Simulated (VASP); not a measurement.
# Cl (P1) in VASP: a series of runs

The runs below take Cl through single point, with PBE.

All numbers are computed with VASP 6.6.1; they aren't measurements. Logs are shortened: lines on timing, memory, paths and dates and some standing lists are left out, and cuts for length are marked.

### 1 The cell of the first run

The typed cell holds 4 atoms: a = 3.810 Å, b = 8.270 Å, c = 3.810 Å, α = 90.00°, β = 112.22°, γ = 90.00°.

### 2 Single point, PBE

Contents of INCAR:

```
  PREC = Accurate
  ENCUT = 520
  EDIFF = 1E-7
  ISMEAR = -1
  SIGMA = 0.05
  LREAL = False
  LASPH = True
  NELM = 60
  ALGO = Normal
  ISIF = 2
  LWAVE = False
  LCHARG = False
  GGA = PE
  NBANDS = 22
```

Contents of KPOINTS:

```
Automatic mesh
0
Gamma
  4 2 4
```

Contents of POSCAR:

```
Cl
1.0
   -3.1630150000      0.0000000000      2.1244840000
    0.0000000000     -8.2703110000      0.0000000000
    3.1630150000      0.0000000000      2.1244840000
Cl
4
Direct
    0.0827763976      0.9082602819      0.1059767302
    0.6477727292      0.5794166628      0.5968513772
    0.9047958310      0.1353472681      0.9134922804
    0.3938631791      0.3822575717      0.3881878978
```

Potentials or basis: VASP PAW PBE potentials, release 64 (Cl).

Run with:

```sh
cat potpaw_PBE.64/Cl/POTCAR > POTCAR
mpirun -np 1 vasp_std > vasp.out
```

OUTCAR:

```text
PREC = Accurate
   ENCUT = 520
   EDIFF = 1E-7
   ISMEAR = -1
   LREAL = False
   LASPH = True
   NELM = 60
   ISIF = 2
   GGA = PE

 ion  position               nearest neighbor table
   1  0.083  0.908  0.106-   3 2.04
   2  0.648  0.579  0.597-   4 1.91
   3  0.905  0.135  0.913-   1 2.04
   4  0.394  0.382  0.388-   2 1.91

  LATTYP: Found a base centered orthorhombic cell.
 ALAT       =     4.2489680000
 B/A-ratio  =     1.4888391722
 C/A-ratio  =     1.9464281680

  Lattice vectors:

 A1 = (   3.1630150000,   0.0000000000,   2.1244840000)
 A2 = (  -3.1630150000,   0.0000000000,   2.1244840000)
 A3 = (   0.0000000000,  -8.2703110000,   0.0000000000)

Analysis of symmetry for initial positions (statically):
=====================================================================
 Subroutine PRICEL returns:
 Original cell was already a primitive cell.

 Routine SETGRP: Setting up the symmetry group for a
 base centered orthorhombic supercell.

 Subroutine GETGRP returns: Found  1 space group operations
 (whereof  1 operations were pure point group operations)
 out of a pool of  8 trial point group operations.

The static configuration has the point symmetry C_1 .

Analysis of symmetry for dynamics (positions and initial velocities):
=====================================================================
 Subroutine PRICEL returns:
 Original cell was already a primitive cell.

 Routine SETGRP: Setting up the symmetry group for a
 base centered orthorhombic supercell.

 Subroutine GETGRP returns: Found  1 space group operations
 (whereof  1 operations were pure point group operations)
 out of a pool of  8 trial point group operations.

The dynamic configuration has the point symmetry C_1 .

 Subroutine INISYM returns: Found  1 space group operations
 (whereof  1 operations are pure point group operations),
 and found     1 'primitive' translations

----------------------------------------------------------------------------------------

                                     Primitive cell

  volume of cell :     111.1493

  direct lattice vectors                    reciprocal lattice vectors
    -3.163015000  0.000000000  2.124484000    -0.158077025  0.000000000  0.235351266
     0.000000000 -8.270311000  0.000000000     0.000000000 -0.120914437  0.000000000
     3.163015000  0.000000000  2.124484000     0.158077025  0.000000000  0.235351266

  length of vectors
     3.810261954  8.270311000  3.810261954     0.283511136  0.120914437  0.283511136

  position of ions in fractional coordinates (direct lattice)
     0.082776398  0.908260282  0.105976730
     0.647772729  0.579416663  0.596851377
     0.904795831  0.135347268  0.913492280
     0.393863179  0.382257572  0.388187898

  ion indices of the primitive-cell ions
   primitive index   ion index
                 1           1
                 2           2
                 3           3
                 4           4

----------------------------------------------------------------------------------------

 KPOINTS: Automatic mesh

Automatic generation of k-mesh.
 Grid dimensions read from file:
 generate k-points for:    4    2    4

 Generating k-lattice:

  Cartesian coordinates                     Fractional coordinates (reciprocal lattice)
    -0.039519256  0.000000000  0.058837817     0.250000000  0.000000000  0.000000000
     0.000000000 -0.060457219  0.000000000     0.000000000  0.500000000  0.000000000
     0.039519256  0.000000000  0.058837817     0.000000000  0.000000000  0.250000000

  Length of vectors
     0.070877784  0.060457219  0.070877784

  Shift w.r.t. Gamma in fractional coordinates (k-lattice)
     0.000000000  0.000000000  0.000000000

 Subroutine IBZKPT returns following result:
 ===========================================

 Found     20 irreducible k-points:

 Following reciprocal coordinates:
            Coordinates               Weight
  0.000000  0.000000  0.000000      1.000000
  0.250000  0.000000  0.000000      2.000000
  0.000000  0.000000  0.250000      2.000000
  0.500000  0.000000  0.000000      1.000000
  0.000000  0.000000  0.500000      1.000000
  0.000000  0.500000  0.000000      1.000000
[... 12 lines left out ...]
  0.500000  0.000000  0.500000      1.000000
  0.500000  0.500000  0.500000      1.000000
   k-points           NKPTS =     20   k-points in BZ     NKDIM =     20   number of bands    NBANDS=     22
   number of dos      NEDOS =    301   number of ions     NIONS =      4
   total plane-waves  NPLWV =  50176
   dimension x,y,z NGX =    28 NGY =   64 NGZ =   28
   dimension x,y,z NGXF=    56 NGYF=  128 NGZF=   56
   ions per type =               4
   NGX,Y,Z   is equivalent  to a cutoff of  12.22, 12.86, 12.22 a.u.
   NGXF,Y,Z  is equivalent  to a cutoff of  24.43, 25.73, 24.43 a.u.
 SYSTEM =  unknown system
   PREC   = accura    normal or accurate (medium, high low for compatibility)
   ISTART =      0    job   : 0-new  1-cont  2-samecut
   ICHARG =      2    charge: 1-file 2-atom 10-const
   ISPIN  =      1    spin polarized calculation?
   LNONCOLLINEAR =      F non collinear calculations
   LSORBIT =      F    spin-orbit coupling
   LASPH  =      T    aspherical Exc in radial PAW
   ENCUT  =  520.0 eV  38.22 Ry    6.18 a.u.   7.08 15.38  7.08*2*pi/ulx,y,z
   NELM   =     60;   NELMIN=  2; NELMDL= -5     # of ELM steps
   EDIFF  = 0.1E-06   stopping-criterion for ELM
   LREAL  =      F    real-space projection
   EDIFFG = 0.1E-05   stopping-criterion for IOM
   NSW    =      0    number of steps for IOM
   IBRION =     -1    ionic relax: 0-MD 1-quasi-New 2-CG
   NFREE  =      0    steps in history (QN), initial steepest desc. (CG)
   ISIF   =      2    stress and relaxation
   ISYM   =      2    0-nonsym 1-usesym 2-fastsym
   POTIM  = 0.5000    time-step for ionic-motion
   TEBEG  =    0.0;   TEEND  =   0.0 temperature during run
   PSTRESS=    0.0 pullay stress
   NELECT =      28.0000    total number of electrons
   NUPDOWN=      -1.0000    fix difference up-down
   EMIN   =  10.00;   EMAX   =-10.00  energy-range for DOS
   EFERMI =   0.00;   METHOD = LEGACY
   ISMEAR =    -1;   SIGMA  =   0.05  broadening in eV -4-tet -1-fermi 0-gaus
   EFERMI_NEDOS =   21; number of points for ismear=-14 and -15
   IALGO  =     38    algorithm
   IMIX   =      4    mixing-type and parameters
     AMIX     =   0.40;   BMIX     =  1.00
     AMIX_MAG =   1.60;   BMIX_MAG =  1.00
  volume/ion in A,a.u.               =      27.79       187.52
  Fermi-wavevector in a.u.,A,eV,Ry     =   1.033932  1.953848 14.544838  1.069015
  Thomas-Fermi vector in A             =   2.168203
   LORBIT       =      0    0 simple, 1 ext, 2 COOP (PROOUT), +10 PAW based schemes
   GGA     = PE    functional components
   LHFCALC =     F    Hartree Fock is set to
   AEXX    =    0.0000 exact exchange contribution
   IVDW    =     0    specifies the selected vdW correction
   LEPSILON=     F    determine dielectric tensor
   LRPA    =     F    only Hartree local field effects (RPA)
 non-spin polarized calculation
  energy-cutoff  :      520.00
  volume of cell :      111.15
 maximum number of plane-waves:      3020
   NGX = 15   NGY = 31   NGZ = 15

 number of electron      28.0000000 magnetization

 Free energy of the ion-electron system (eV)
  ---------------------------------------------------
  ext. energy  EPLUGINS =         0.00000000
  ---------------------------------------------------
  free energy    TOTEN  =        -7.10167004 eV

  energy without entropy =       -7.10167004  energy(sigma->0) =       -7.10167004

 E-fermi :   1.0910     XC(G=0):  -7.8894

 val. band max:       -0.0732704964   @ k =   0.5000   0.5000   0.0000
 cond. band min:       2.1712261088   @ k =   0.0000   0.0000   0.0000
 fundamental gap:      2.2444966052
 Fermi energy:         1.0910161564

 k-point     1 :       0.0000    0.0000    0.0000
  band No.  band energies     occupation
      1     -17.6686      2.00000
      2     -16.5990      2.00000
      3     -13.0620      2.00000
      4     -12.1490      2.00000
      5      -6.0175      2.00000
      6      -4.6906      2.00000
[... 14 lines left out ...]
     21       9.9052      0.00000
     22      10.6851      0.00000

 k-point     2 :       0.2500    0.0000    0.0000
  band No.  band energies     occupation
      1     -17.5791      2.00000
      2     -16.5390      2.00000
      3     -12.9279      2.00000
      4     -12.2745      2.00000
      5      -5.9601      2.00000
      6      -4.9782      2.00000
[... 14 lines left out ...]
     21       9.9900      0.00000
     22      10.7807      0.00000

 k-point     3 :       0.0000    0.0000    0.2500
  band No.  band energies     occupation
      1     -17.5877      2.00000
      2     -16.5370      2.00000
      3     -12.9254      2.00000
      4     -12.2591      2.00000
      5      -5.9484      2.00000
      6      -4.9802      2.00000
[... 14 lines left out ...]
     21       9.9083      0.00000
     22      10.7219      0.00000

 k-point     4 :       0.5000    0.0000    0.0000
  band No.  band energies     occupation
      1     -17.4848      2.00000
      2     -16.4780      2.00000
      3     -12.6915      2.00000
      4     -12.5086      2.00000
      5      -5.7700      2.00000
      6      -5.4801      2.00000
[... 14 lines left out ...]
     21      10.7496      0.00000
     22      11.2228      0.00000

 k-point     5 :       0.0000    0.0000    0.5000
  band No.  band energies     occupation
      1     -17.5032      2.00000
      2     -16.4735      2.00000
      3     -12.7030      2.00000
      4     -12.4595      2.00000
      5      -5.7416      2.00000
      6      -5.4931      2.00000
[... 317 lines left out ...]
 k-point    18 :      -0.2500    0.5000    0.2500
  band No.  band energies     occupation
      1     -17.5631      2.00000
      2     -16.5237      2.00000
      3     -12.7814      2.00000
      4     -12.3172      2.00000
      5      -5.6341      2.00000
      6      -5.1263      2.00000
[... 14 lines left out ...]
     21      10.0536      0.00000
     22      10.2289      0.00000

 k-point    19 :       0.5000    0.0000    0.5000
  band No.  band energies     occupation
      1     -17.4672      2.00000
      2     -16.4119      2.00000
      3     -12.8167      2.00000
      4     -12.1357      2.00000
      5      -5.7711      2.00000
      6      -4.8291      2.00000
[... 14 lines left out ...]
     21      10.9056      0.00000
     22      11.6738      0.00000

 k-point    20 :       0.5000    0.5000    0.5000
  band No.  band energies     occupation
      1     -17.4625      2.00000
      2     -16.4238      2.00000
      3     -12.6880      2.00000
      4     -12.2734      2.00000
      5      -5.5767      2.00000
      6      -5.0897      2.00000
[... 14 lines left out ...]
     21      10.0385      0.00000
     22      10.6097      0.00000

------------------------ aborting loop because EDIFF is reached ----------------------------------------

  FORCE on cell =-STRESS in cart. coord.  units (eV):
  Direction    XX          YY          ZZ          XY          YZ          ZX
  --------------------------------------------------------------------------------------
  -------------------------------------------------------------------------------------
  Total        1.0253348      3.6440403      1.9794134      0.1969874     -2.0791920     -0.1393928
  in kB       14.7798395     52.5275562     28.5325464      2.8395036    -29.9708193     -2.0092976
  external PRESSURE =      31.9466474 kB  Pullay stress =       0.0000000 kB

 VOLUME and BASIS-vectors are now :
 -----------------------------------------------------------------------------
  energy-cutoff  :      520.00
  volume of cell :      111.15
      direct lattice vectors                 reciprocal lattice vectors
    -3.163015000  0.000000000  2.124484000    -0.158077025  0.000000000  0.235351266
     0.000000000 -8.270311000  0.000000000     0.000000000 -0.120914437  0.000000000
     3.163015000  0.000000000  2.124484000     0.158077025  0.000000000  0.235351266

 POSITION                                       TOTAL-FORCE (eV/Angst)
 -----------------------------------------------------------------------------------
      0.07338     -7.51160      0.40100        -0.023106     -0.320245      0.020493
     -0.16107     -4.79196      2.64418        -0.095042     -2.071280      1.087783
      0.02751     -1.11936      3.86292         0.024286      0.767214     -0.047209
     -0.01795     -3.16139      1.66146         0.093862      1.624311     -1.061067
 -----------------------------------------------------------------------------------
    total drift:                                0.000023      0.000161      0.000136

  FREE ENERGIE OF THE ION-ELECTRON SYSTEM (eV)
  ---------------------------------------------------
  free  energy   TOTEN  =        -7.1016700390 eV

  energy  without entropy=       -7.1016700389  energy(sigma->0) =       -7.10167004
```

It took 42 s on 1 thread of Intel Xeon Platinum 8488C (Sapphire Rapids), shared host; peak memory 0.21 GiB.

Results:

- Free energy: -7.1017 eV
- Pressure: 3.2 GPa
- Largest force: 2.341 eV/Å
- Band gap on the k mesh: 2.24 eV, indirect (least direct gap 2.29 eV)

Forces in eV/Å, atoms in the order of the input:
```
Cl  -0.023 -0.320  0.020
Cl  -0.095 -2.071  1.088
Cl   0.024  0.767 -0.047
Cl   0.094  1.624 -1.061
```

Levels at points of the mesh, in eV from the valence-band top:
| k point | band 12 | band 13 | band 14 | band 15 | band 16 | band 17 |
| --- | --- | --- | --- | --- | --- | --- |
| (0.00, 0.00, 0.00) | -0.25 | -0.13 | -0.04 | 2.24 | 3.61 | 6.65 |
| (0.50, 0.00, 0.00) | -0.65 | -0.36 | -0.11 | 2.67 | 3.68 | 7.72 |
| (0.00, 0.00, 0.50) | -0.78 | -0.31 | -0.28 | 2.66 | 3.74 | 7.96 |
| (0.00, 0.50, 0.00) | -0.40 | -0.13 | -0.07 | 2.30 | 3.44 | 7.04 |
| (0.50, 0.50, 0.00) | -0.39 | -0.24 | 0.00 | 2.42 | 3.54 | 7.94 |
| (0.00, 0.50, 0.50) | -0.66 | -0.24 | -0.04 | 2.44 | 3.56 | 8.04 |
| (0.50, 0.00, 0.50) | -1.13 | -0.28 | -0.18 | 2.35 | 3.45 | 8.08 |
| (0.50, 0.50, 0.50) | -1.03 | -0.59 | -0.45 | 2.33 | 3.39 | 8.41 |

Caveat: the k points lie up to 0.45 Å⁻¹ apart; forces of over 1 eV/Å act on the atoms, so gaps and moduli don't describe the material at rest. A k mesh can miss the band edges.

### 3 Single point, PBE

Contents of INCAR:

```
PREC = Accurate
ENCUT = 520
EDIFF = 1E-7
ISMEAR = -1
SIGMA = 0.05
LREAL = False
LASPH = True
NELM = 60
ALGO = Normal
ISIF = 2
LWAVE = False
LCHARG = False
GGA = PE
NBANDS = 22
```

Contents of KPOINTS:

```
regular mesh
0
Gamma
  4 2 4
```

Contents of POSCAR:

```
Cl
1.0
   -3.1630150000      0.0000000000      2.1244840000
    0.0000000000     -8.2703110000      0.0000000000
    3.1630150000      0.0000000000      2.1244840000
Cl
4
Direct
    0.0581393290      0.9196667453      0.0775091391
    0.6628274734      0.5765791637      0.5888708213
    0.9255783573      0.1405716182      0.9339823643
    0.3968714909      0.3713853082      0.3821990976
```

Potentials or basis: VASP PAW PBE potentials, release 64 (Cl).

Run with:

```sh
cat potpaw_PBE.64/Cl/POTCAR > POTCAR
mpirun -np 1 vasp_std > vasp.out
```

Run time: 45 s. Hardware: 1 thread of Intel Xeon Platinum 8488C (Sapphire Rapids), shared host; peak memory 0.21 GiB.

The run converged. Its results:

```yaml
Free_energy: -7.0234 eV
Pressure: 4.5 GPa
Largest_force: 1.993 eV/Å
Band_gap_on_the_k_mesh: 2.51 eV, direct
```

Forces in eV/Å, atoms in the order of the input:
```
Cl   0.036  1.839  0.768
Cl   0.005 -0.832  0.378
Cl  -0.018 -1.131 -0.713
Cl  -0.023  0.124 -0.433
```

Stress tensor (GPa, compression positive):
```
 1.55  0.18 -0.03
 0.18  8.82  0.86
-0.03  0.86  3.28
```

Levels at points of the mesh, in eV from the valence-band top:
```tsv
k point	band 11	band 12	band 13	band 14	band 15	band 16	band 17	band 18
(0.00, 0.00, 0.00)	-0.96	-0.24	-0.17	0.00	2.51	3.45	6.25	6.91
(0.50, 0.00, 0.00)	-1.08	-0.59	-0.42	-0.08	3.28	3.32	7.63	7.92
(0.00, 0.00, 0.50)	-1.10	-0.77	-0.35	-0.30	3.27	3.41	7.64	8.09
(0.00, 0.50, 0.00)	-0.97	-0.31	-0.18	-0.06	2.77	3.18	6.44	7.23
(0.50, 0.50, 0.00)	-1.00	-0.35	-0.30	-0.01	2.68	3.56	7.80	8.11
(0.00, 0.50, 0.50)	-0.90	-0.70	-0.31	-0.06	2.82	3.46	7.70	8.50
(0.50, 0.00, 0.50)	-1.55	-1.18	-0.25	-0.18	2.68	3.30	7.81	8.48
(0.50, 0.50, 0.50)	-1.21	-1.14	-0.53	-0.38	2.92	3.08	7.87	8.93
```

Caveat: the k points lie up to 0.45 Å⁻¹ apart; forces of over 1 eV/Å act on the atoms, so gaps and moduli don't describe the material at rest. Expect the measured gap to be larger: semilocal functionals such as PBE lack the derivative discontinuity.
